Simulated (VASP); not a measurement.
# Mg2W (I4/mmm) in VASP: further runs

Mg2W is run at these levels: PBE; tasks: single point.

Program: VASP 6.6.1. These are calculated values, not measurements. Logs are shortened: lines on timing, memory, paths and dates and some standing lists are left out, and cuts for length are marked.

## Step 1: The cell of the first run

Symmetry: I4/mmm, No. 139, tetragonal system. The conventional cell has a = 2.810 Å, b = 2.810 Å, c = 14.096 Å, α = 90.00°, β = 90.00°, γ = 90.00°. Within 3.7 Å of Mg (site symmetry 4mm) lie 8 Mg at 2.81 to 3.33 Å and 4 W at 2.96 Å. W (site symmetry 4/mmm) has 4 W at 2.81 Å and 8 Mg at 2.96 Å within 3.7 Å.

## Step 2: Single point, PBE

INCAR

```
SYSTEM = Mg2W
PREC     = Accurate       ! precision mode
ENCUT    = 520            ! plane-wave cutoff, eV
EDIFF    = 1E-6           ! SCF threshold, eV
ISMEAR   = 0              ! smearing method
SIGMA    = 0.1            ! smearing width, eV
LREAL    = .False.        ! projectors in reciprocal space
LASPH    = .True.         ! aspherical terms in the spheres
NELM     = 80             ! most SCF steps
ALGO     = Fast           ! electronic algorithm
ISIF     = 2              ! what is computed and relaxed
LWAVE    = .False.        ! write WAVECAR
LCHARG   = .False.        ! write CHGCAR
GGA      = PE             ! functional
NBANDS   = 16             ! bands
```

KPOINTS

```
Automatic mesh
0
Gamma
  8 8 8
  0 0 0
```

POSCAR

```
Mg2W
1.0
   -1.4052006982      1.4052006982      7.0479240084
    1.4052006982     -1.4052006982      7.0479240084
    1.4052006982      1.4052006982     -7.0479240084
Mg W
2 1
Direct
    0.3446162383      0.3446162383      0.0000000000
    0.6553837617      0.6553837617      0.0000000000
    0.0000000000      0.0000000000      0.0000000000
```

Potentials or basis: VASP PAW PBE potentials, release 64 (Mg, W_sv).

On the command line:

```
$ cat potpaw_PBE.64/Mg/POTCAR potpaw_PBE.64/W_sv/POTCAR > POTCAR
$ mpirun -np 1 vasp_std > vasp.out
```

OUTCAR:

```text
SYSTEM = Mg2W
   PREC = Accurate
   ENCUT = 520
   EDIFF = 1E-6
   ISMEAR = 0
   LREAL = .False.
   LASPH = .True.
   NELM = 80
   ISIF = 2
   GGA = PE

 ion  position               nearest neighbor table
   1  0.345  0.345  0.000-   3 2.96   3 2.96   3 2.96   3 2.96   2 3.33   2 3.33   2 3.33   2 3.33

   2  0.655  0.655  0.000-   3 2.96   3 2.96   3 2.96   3 2.96   1 3.33   1 3.33   1 3.33   1 3.33

   3  0.000  0.000  0.000-   1 2.96   2 2.96   2 2.96   2 2.96   2 2.96   1 2.96   1 2.96   1 2.96

  LATTYP: Found a body centered tetragonal cell.
 ALAT       =     2.8104013964
 C/A-ratio  =     5.0155995634

  Lattice vectors:

 A1 = (  -1.4052006982,   1.4052006982,   7.0479240084)
 A2 = (   1.4052006982,  -1.4052006982,   7.0479240084)
 A3 = (   1.4052006982,   1.4052006982,  -7.0479240084)

Analysis of symmetry for initial positions (statically):
=====================================================================
 Subroutine PRICEL returns:
 Original cell was already a primitive cell.

 Routine SETGRP: Setting up the symmetry group for a
 body centered tetragonal supercell.

 Subroutine GETGRP returns: Found 16 space group operations
 (whereof 16 operations were pure point group operations)
 out of a pool of 16 trial point group operations.

The static configuration has the point symmetry D_4h.

Analysis of symmetry for dynamics (positions and initial velocities):
=====================================================================
 Subroutine PRICEL returns:
 Original cell was already a primitive cell.

 Routine SETGRP: Setting up the symmetry group for a
 body centered tetragonal supercell.

 Subroutine GETGRP returns: Found 16 space group operations
 (whereof 16 operations were pure point group operations)
 out of a pool of 16 trial point group operations.

The dynamic configuration has the point symmetry D_4h.

 Subroutine INISYM returns: Found 16 space group operations
 (whereof 16 operations are pure point group operations),
 and found     1 'primitive' translations

----------------------------------------------------------------------------------------

                                     Primitive cell

  volume of cell :      55.6670

  direct lattice vectors                    reciprocal lattice vectors
    -1.405200698  1.405200698  7.047924008     0.000000000  0.355821059  0.070942876
     1.405200698 -1.405200698  7.047924008     0.355821059  0.000000000  0.070942876
     1.405200698  1.405200698 -7.047924008     0.355821059  0.355821059  0.000000000

  length of vectors
     7.322732470  7.322732470  7.322732470     0.362824362  0.362824362  0.503206967

  position of ions in fractional coordinates (direct lattice)
     0.344616238  0.344616238  0.000000000
     0.655383762  0.655383762  0.000000000
     0.000000000  0.000000000  0.000000000

  ion indices of the primitive-cell ions
   primitive index   ion index
                 1           1
                 2           2
                 3           3

----------------------------------------------------------------------------------------

 KPOINTS: Automatic mesh

Automatic generation of k-mesh.
 Grid dimensions read from file:
 generate k-points for:    8    8    8

 Generating k-lattice:

  Cartesian coordinates                     Fractional coordinates (reciprocal lattice)
     0.000000000  0.044477632  0.008867860     0.125000000  0.000000000  0.000000000
     0.044477632  0.000000000  0.008867860     0.000000000  0.125000000  0.000000000
     0.044477632  0.044477632  0.000000000     0.000000000  0.000000000  0.125000000

  Length of vectors
     0.045353045  0.045353045  0.062900871

  Shift w.r.t. Gamma in fractional coordinates (k-lattice)
     0.000000000  0.000000000  0.000000000

 Subroutine IBZKPT returns following result:
 ===========================================

 Found     59 irreducible k-points:

 Following reciprocal coordinates:
            Coordinates               Weight
  0.000000  0.000000  0.000000      1.000000
  0.125000  0.000000  0.000000      8.000000
  0.250000  0.000000  0.000000      8.000000
  0.375000 -0.000000  0.000000      8.000000
  0.500000  0.000000  0.000000      4.000000
  0.125000  0.125000  0.000000      8.000000
[... 16 lines left out ...]
  0.250000  0.125000  0.125000     16.000000
  0.375000  0.125000  0.125000      8.000000
 [... further k-points ...]
   k-points           NKPTS =     59   k-points in BZ     NKDIM =     59   number of bands    NBANDS=     16
   number of dos      NEDOS =    301   number of ions     NIONS =      3
   total plane-waves  NPLWV = 157464
   dimension x,y,z NGX =    54 NGY =   54 NGZ =   54
   dimension x,y,z NGXF=   108 NGYF=  108 NGZF=  108
   ions per type =               2   1
   NGX,Y,Z   is equivalent  to a cutoff of  12.26, 12.26, 12.26 a.u.
   NGXF,Y,Z  is equivalent  to a cutoff of  24.52, 24.52, 24.52 a.u.
 SYSTEM =  Mg2W
   PREC   = accura    normal or accurate (medium, high low for compatibility)
   ISTART =      0    job   : 0-new  1-cont  2-samecut
   ICHARG =      2    charge: 1-file 2-atom 10-const
   ISPIN  =      1    spin polarized calculation?
   LNONCOLLINEAR =      F non collinear calculations
   LSORBIT =      F    spin-orbit coupling
   LASPH  =      T    aspherical Exc in radial PAW
   ENCUT  =  520.0 eV  38.22 Ry    6.18 a.u.  13.62 13.62 13.62*2*pi/ulx,y,z
   NELM   =     80;   NELMIN=  2; NELMDL= -5     # of ELM steps
   EDIFF  = 0.1E-05   stopping-criterion for ELM
   LREAL  =      F    real-space projection
   EDIFFG = 0.1E-04   stopping-criterion for IOM
   NSW    =      0    number of steps for IOM
   IBRION =     -1    ionic relax: 0-MD 1-quasi-New 2-CG
   NFREE  =      0    steps in history (QN), initial steepest desc. (CG)
   ISIF   =      2    stress and relaxation
   ISYM   =      2    0-nonsym 1-usesym 2-fastsym
   POTIM  = 0.5000    time-step for ionic-motion
   TEBEG  =    0.0;   TEEND  =   0.0 temperature during run
   PSTRESS=    0.0 pullay stress
   NELECT =      18.0000    total number of electrons
   NUPDOWN=      -1.0000    fix difference up-down
   EMIN   =  10.00;   EMAX   =-10.00  energy-range for DOS
   EFERMI =   0.00;   METHOD = LEGACY
   ISMEAR =     0;   SIGMA  =   0.10  broadening in eV -4-tet -1-fermi 0-gaus
   EFERMI_NEDOS =   21; number of points for ismear=-14 and -15
   IALGO  =     68    algorithm
   IMIX   =      4    mixing-type and parameters
     AMIX     =   0.40;   BMIX     =  1.00
     AMIX_MAG =   1.60;   BMIX_MAG =  1.00
  volume/ion in A,a.u.               =      18.56       125.22
  Fermi-wavevector in a.u.,A,eV,Ry     =   1.123655  2.123400 17.178727  1.262601
  Thomas-Fermi vector in A             =   2.260323
   LORBIT       =      0    0 simple, 1 ext, 2 COOP (PROOUT), +10 PAW based schemes
   GGA     = PE    functional components
   LHFCALC =     F    Hartree Fock is set to
   AEXX    =    0.0000 exact exchange contribution
   IVDW    =     0    specifies the selected vdW correction
   LEPSILON=     F    determine dielectric tensor
   LRPA    =     F    only Hartree local field effects (RPA)
 non-spin polarized calculation
 RMM-DIIS sequential band-by-band and
 Gauss-broadening in eV      SIGMA  =   0.10
  energy-cutoff  :      520.00
  volume of cell :       55.67
 maximum number of plane-waves:      1522
   NGX = 27   NGY = 27   NGZ = 27

 number of electron      18.0000002 magnetization

 Free energy of the ion-electron system (eV)
  ---------------------------------------------------
  ext. energy  EPLUGINS =         0.00000000
  ---------------------------------------------------
  free energy    TOTEN  =       -14.88912295 eV

  energy without entropy =      -14.88153184  energy(sigma->0) =      -14.88532740

 E-fermi :   5.3834     XC(G=0): -10.3380

 val. band max:        5.3519686842   @ k =   0.3750   0.1250   0.1250
 cond. band min:       5.4225888162   @ k =   0.3750   0.2500   0.0000
 fundamental gap:      0.0706201320
 Fermi energy:         5.3833936778

 k-point     1 :       0.0000    0.0000    0.0000
  band No.  band energies     occupation
      1     -68.4541      2.00000
      2     -32.6915      2.00000
      3     -32.2693      2.00000
      4     -32.2693      2.00000
      5      -2.5752      2.00000
      6       0.2282      2.00000
[... 8 lines left out ...]
     15      14.3040      0.00000
     16      16.7731      0.00000

 k-point     2 :       0.1250    0.0000    0.0000
  band No.  band energies     occupation
      1     -68.4480      2.00000
      2     -32.6802      2.00000
      3     -32.3744      2.00000
      4     -32.2605      2.00000
      5      -2.2011      2.00000
      6       0.4772      2.00000
[... 8 lines left out ...]
     15      13.9998      0.00000
     16      14.2783      0.00000

 k-point     3 :       0.2500    0.0000    0.0000
  band No.  band energies     occupation
      1     -68.4330      2.00000
      2     -32.6529      2.00000
      3     -32.6220      2.00000
      4     -32.2392      2.00000
      5      -1.1757      2.00000
      6       1.0184      2.00000
[... 8 lines left out ...]
     15      11.7225      0.00000
     16      14.6781      0.00000

 k-point     4 :       0.3750   -0.0000    0.0000
  band No.  band energies     occupation
      1     -68.4181      2.00000
      2     -32.8616      2.00000
      3     -32.6254      2.00000
      4     -32.2178      2.00000
      5       0.2780      2.00000
      6       1.5378      2.00000
[... 8 lines left out ...]
     15      11.4726      0.00000
     16      13.5754      0.00000
[... 324 lines left out ...]
 k-point    22 :       0.1250    0.1250    0.1250
  band No.  band energies     occupation
      1     -68.4121      2.00000
      2     -32.6155      2.00000
      3     -32.5930      2.00000
      4     -32.5776      2.00000
      5       0.0962      2.00000
      6       1.9058      2.00000
[... 8 lines left out ...]
     15      11.8946      0.00000
     16      13.0121      0.00000

 k-point    23 :       0.2500    0.1250    0.1250
  band No.  band energies     occupation
      1     -68.3973      2.00000
      2     -32.8208      2.00000
      3     -32.5889      2.00000
      4     -32.5591      2.00000
      5       1.4152      2.00000
      6       2.3016      2.00000
[... 8 lines left out ...]
     15      12.3185      0.00000
     16      13.1774      0.00000

 k-point    24 :       0.3750    0.1250    0.1250
  band No.  band energies     occupation
      1     -68.3911      2.00000
      2     -32.9160      2.00000
      3     -32.5778      2.00000
      4     -32.5483      2.00000
      5       2.3785      2.00000
      6       2.4509      2.00000
[... 8 lines left out ...]
     15      12.5856      0.00000
     16      13.6125      0.00000

 [... further k-points ...]

------------------------ aborting loop because EDIFF is reached ----------------------------------------

  FORCE on cell =-STRESS in cart. coord.  units (eV):
  Direction    XX          YY          ZZ          XY          YZ          ZX
  --------------------------------------------------------------------------------------
  -------------------------------------------------------------------------------------
  Total        0.0023872      0.0023872     -0.0353848      0.0000000      0.0000000      0.0000000
  in kB        0.0687081      0.0687081     -1.0184268      0.0000000      0.0000000      0.0000000
  external PRESSURE =      -0.2936702 kB  Pullay stress =       0.0000000 kB

 VOLUME and BASIS-vectors are now :
 -----------------------------------------------------------------------------
  energy-cutoff  :      520.00
  volume of cell :       55.67
      direct lattice vectors                 reciprocal lattice vectors
    -1.405200698  1.405200698  7.047924008     0.000000000  0.355821059  0.070942876
     1.405200698 -1.405200698  7.047924008     0.355821059  0.000000000  0.070942876
     1.405200698  1.405200698 -7.047924008     0.355821059  0.355821059  0.000000000

 POSITION                                       TOTAL-FORCE (eV/Angst)
 -----------------------------------------------------------------------------------
      0.00000      0.00000      4.85766         0.000000      0.000000     -0.003439
      0.00000      0.00000      9.23819        -0.000000     -0.000000      0.003439
      0.00000      0.00000      0.00000         0.000000      0.000000     -0.000000
 -----------------------------------------------------------------------------------
    total drift:                                0.000000     -0.000000      0.000000

  FREE ENERGIE OF THE ION-ELECTRON SYSTEM (eV)
  ---------------------------------------------------
  free  energy   TOTEN  =       -14.8891229539 eV

  energy  without entropy=      -14.8815318374  energy(sigma->0) =      -14.88532740
```

Wall time 3.5 min (1 thread of Intel Xeon Platinum 8488C (Sapphire Rapids), shared host); peak memory 0.41 GiB.

Results:

| Property | Result |
| --- | --- |
| Free energy | -14.8891 eV |
| Pressure | 0.0 GPa |
| Largest force | 0.003 eV/Å |
| Band gap on the k mesh | zero (bands 9 and 10 overlap by 2.26 eV) |

Forces in eV/Å, atoms in the order of the input:
```
Mg   0.000  0.000 -0.003
Mg   0.000  0.000  0.003
W    0.000  0.000  0.000
```

Stress tensor (GPa, compression positive):
```
 0.01  0.00  0.00
 0.00  0.01  0.00
 0.00  0.00 -0.10
```

Levels at points of the mesh, in eV from the Fermi level:
```tsv
k point	band 5	band 6	band 7	band 8	band 9	band 10	band 11	band 12	band 13	band 14
(0.00, 0.00, 0.00)	-7.96	-5.16	-4.31	-2.90	-1.35	1.95	1.95	3.97	4.39	8.52
(0.50, 0.00, 0.00)	-4.03	-3.67	-2.24	-1.93	-1.03	0.37	1.13	2.10	2.54	4.85
(0.50, 0.50, 0.00)	-4.07	-2.04	-1.99	-0.25	1.52	2.60	2.82	2.92	4.52	5.13
(0.50, 0.50, 0.50)	-7.50	-6.55	-3.27	-2.90	-0.79	1.95	1.95	2.95	3.97	9.55
```

Caveat: spin-orbit coupling is left out, which moves the levels of the heavy elements.

## Step 3: Single point, PBE

This run uses another cell than the first one: it holds 6 atoms, not 3.

INCAR

```
PREC = Accurate ; ENCUT = 520
EDIFF = 1E-6 ; ISMEAR = 0
SIGMA = 0.1 ; LREAL = False
LASPH = True ; NELM = 60
ALGO = Fast ; ISIF = 2
LWAVE = False ; LCHARG = False
GGA = PE ; NBANDS = 27
```

KPOINTS

```
Automatic mesh
0
Gamma
  4 4 4
```

POSCAR

```
Mg2W
1.0
   -3.9868633992      3.9868633992      2.4903282686
    3.9868633992     -3.9868633992      2.4903282686
    3.9868633992      3.9868633992     -2.4903282686
Mg W
4 2
Direct
    0.1800545808      0.5000000000      0.6800545808
    0.5000000000      0.1800545808      0.6800545808
    0.5000000000      0.8199454192      0.3199454192
    0.8199454192      0.5000000000      0.3199454192
    0.2707940749      0.2707940749      0.0000000000
    0.7292059251      0.7292059251      0.0000000000
```

Potentials or basis: VASP PAW PBE potentials, release 64 (Mg, W_sv).

On the command line:

```
$ cat potpaw_PBE.64/Mg/POTCAR potpaw_PBE.64/W_sv/POTCAR > POTCAR
$ mpirun -np 1 vasp_std > vasp.out
```

Run time: 73 s. Hardware: 1 thread of Intel Xeon Platinum 8488C (Sapphire Rapids), shared host; peak memory 0.33 GiB.

It converged, with:

```yaml
Free_energy: -24.8383 eV
Pressure: 0.2 GPa
Largest_force: 0.188 eV/Å
Band_gap_on_the_k_mesh: zero (bands 18 and 19 overlap by 0.77 eV)
```

Forces on the atoms (eV/Å):
```
Mg   0.000  0.006  0.000
Mg   0.006  0.000  0.000
Mg  -0.006  0.000  0.000
Mg   0.000 -0.006  0.000
W    0.000  0.000 -0.188
W    0.000  0.000  0.188
```

Stress tensor (GPa, compression positive):
```
0.00 0.00 0.00
0.00 0.00 0.00
0.00 0.00 0.47
```

Levels at points of the mesh, in eV from the Fermi level:
| k point | band 16 | band 17 | band 18 | band 19 | band 20 | band 21 |
| --- | --- | --- | --- | --- | --- | --- |
| (0.00, 0.00, 0.00) | -0.71 | -0.71 | -0.01 | 0.35 | 1.20 | 2.16 |
| (0.50, 0.00, 0.00) | -1.04 | -0.32 | -0.31 | -0.08 | -0.03 | 0.31 |
| (0.50, 0.50, 0.00) | -0.20 | 0.09 | 0.52 | 0.55 | 0.65 | 1.10 |
| (0.50, 0.50, 0.50) | -0.98 | -0.92 | -0.77 | 0.66 | 0.87 | 0.93 |

Caveat: the k points lie up to 0.37 Å⁻¹ apart, too coarse for converged energies and pressures of a metal; spin-orbit coupling is left out, which moves the levels of the heavy elements.

The gap in the log of VASP goes by the Fermi energy; the results here count the filled bands.